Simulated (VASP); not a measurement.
**NaCu: single point with PBE**

Crystal: NaCu.

```
CELL_PARAMETERS angstrom
0.00000 2.93376 2.93376
2.93376 0.00000 2.93376
2.93376 2.93376 0.00000
ATOMIC_POSITIONS crystal
Na 0.00000 0.00000 0.00000
Cu 0.50000 0.50000 0.50000
```

| Quantity | Value |
| --- | --- |
| Program | VASP 6.6.1 |
| Task | single point |
| Functional | PBE |
| Potentials or basis | VASP PAW PBE potentials, release 64 (Na_pv, Cu) |
| Cutoff | 600 eV |
| k mesh | 6 × 6 × 6 |
| Occupations | gaussian, width 0.1 eV |
| Spin | no spin polarisation |

```json
{
  "Pressure": "0.1 GPa",
  "Band gap on the k mesh": "zero (bands 9 and 10 overlap by 0.01 eV)"
}
```

Levels at points of the mesh, in eV from the Fermi level:
| k point | band 5 | band 6 | band 7 | band 8 | band 9 | band 10 | band 11 | band 12 | band 13 | band 14 |
| --- | --- | --- | --- | --- | --- | --- | --- | --- | --- | --- |
| (0.00, 0.00, 0.00) | -1.43 | -1.43 | -1.43 | -1.39 | -1.39 | 7.69 | 7.69 | 7.69 | 9.83 | 9.83 |
| (0.50, 0.00, 0.00) | -1.45 | -1.45 | -1.27 | -1.27 | -0.75 | -0.06 | 6.31 | 6.31 | 8.85 | 9.47 |
| (0.50, 0.50, 0.00) | -1.59 | -1.32 | -1.24 | -1.24 | -0.11 | 0.62 | 4.27 | 4.27 | 6.27 | 6.90 |

Run time: 19 s on 1 thread of Intel(R) Xeon(R) Platinum 8488C (Sapphire Rapids), with other jobs on the host, peak memory 0.2 GiB.
